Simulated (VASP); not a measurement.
Al: single point with PBE+D3(BJ)

Al:

```xyz
4
Lattice="2.9720 0.0000 0.0000 -1.4860 2.5738 0.0000 0.0000 0.0000 7.2450" Properties=species:S:1:pos:R:3 pbc="T T T"
Al    0.0000    0.0000    0.0000
Al    0.0000    1.7159    1.8113
Al    0.0000    0.0000    3.6225
Al    1.4860    0.8579    5.4337
```

| Item | Value |
| --- | --- |
| Program | VASP 6.6.1 |
| Task | single point |
| Functional | PBE |
| Dispersion | D3(BJ) |
| Potentials or basis | VASP PAW PBE potentials, release 64 (Al) |
| Cutoff | 520 eV |
| k mesh | 18 × 18 × 4 |
| Occupations | gaussian, width 0.15 eV |
| Spin | no spin polarisation |

* Pressure: 26.9 GPa
* Band gap on the k mesh: zero (band 6 reaches 17.22 eV, above the bottom of band 7 at 7.27 eV)
* Dispersion energy per atom: -0.404 eV

Stress tensor (GPa, compression positive):
```
14.62  0.00  0.00
 0.00 14.62  0.00
 0.00  0.00 51.54
```

Levels at points of the mesh, in eV from the Fermi level:
```
           k point  band 4  band 5  band 6  band 7  band 8  band 9
(0.00, 0.00, 0.00)   -2.47   -0.51    7.39    7.39    7.86    7.86
(0.50, 0.00, 0.00)   -4.48   -3.88   -3.62    2.23    2.62    2.91
(0.00, 0.00, 0.50)   -6.18    4.21    4.21    7.89    7.89    7.89
(0.50, 0.00, 0.50)   -6.05   -1.38   -1.38   -0.48   -0.48    3.49
```

Run time: 70 s on 1 thread of Intel(R) Xeon(R) Platinum 8259CL CPU @ 2.50GHz (Skylake/Cascade Lake), on a shared host, peak memory 0.21 GiB.

Caveat: pairwise dispersion overbinds metals, which lowers pressure and volume.
